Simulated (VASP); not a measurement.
Write the native input for VASP 6.6.1 that does the following.

```yaml
Task: single point
Functional: PBE
Potentials_or_basis: VASP PAW PBE potentials, release 64 (H)
Cutoff: 500 eV
k_mesh: 8 × 8 × 22
Occupations: methfessel-paxton, width 0.18 eV
Spin: no spin polarisation
Dipole_correction: no
Further_INCAR_settings: ALGO = Normal; EDIFF = 1e-06; NBANDS = 6
```

The structure of H lies in POSCAR:

```
H
1.0
    2.6496387389      0.0000000000      0.0000000000
    0.0000000000      2.6496387389      0.0000000000
    0.0000000000      0.0000000000      0.9804929200
H
1
Direct
    0.0000000000      0.0000000000      0.5000000000
```

These files were run (other wordings do the same):

INCAR

```
ALGO = Normal ; EDIFF = 1E-6
ENCUT = 500 ; GGA = PE
GGA_COMPAT = False ; ISIF = 2
ISMEAR = 1 ; LASPH = True
LCHARG = False ; LREAL = False
LWAVE = False ; NBANDS = 6
NELM = 120 ; PREC = Accurate
SIGMA = 0.18
```

KPOINTS

```
k-points
0
Gamma
  8 8 22
```

Potentials or basis: VASP PAW PBE potentials, release 64 (H).

The run is started by

```console
$ cat potpaw_PBE.64/H/POTCAR > POTCAR
$ mpirun -np 1 vasp_std > vasp.out
```

It gave:

```
Pressure               : 1.4 GPa
Band gap on the k mesh : zero (an odd number of electrons rules out a gap without spin polarisation)
```

Wall time 11 s on 1 thread of Intel Xeon 8259CL, on a shared host, peak memory 0.11 GiB.
